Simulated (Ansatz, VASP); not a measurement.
**Ga in VASP and in Ansatz**

```
Ga
1.0
     1.42100   -3.98370    0.00000
     1.42100    3.98370    0.00000
     0.00000    0.00000    3.17000
Ga
2
Direct
  0.86700 0.13300 0.25000
  0.13300 0.86700 0.75000
```

Change from the starting cell: equal xx and yy strain of -2 %.

Alike in both runs: task single point; functional PBE; k mesh 12 × 12 × 10; occupations fermi-dirac, width 0.08 eV; no spin polarisation.

|  | VASP | Ansatz |
| --- | --- | --- |
| version | VASP 6.6.1 | Ansatz 0.2.0 |
| potentials or method | VASP PAW PBE potentials, release 64 (Ga_d), cutoff 520 eV | all-electron LAPW, scalar-relativistic |

Ansatz gave:

- pressure (GPa): 4.0
- traceless stress, the component that is largest in VASP (GPa): -2.45
- rms of the force components (eV/Å): 0.121

**Question.** Estimate VASP's values.

**Answer.** Pressure (GPa): 4.1; traceless stress, the component that is largest in VASP (GPa): -2.46; rms of the force components (eV/Å): 0.122.

Atom by atom the forces differ by 0.001 eV/Å (rms over components). Ansatz ran all-electron here, and VASP with PAW potentials.
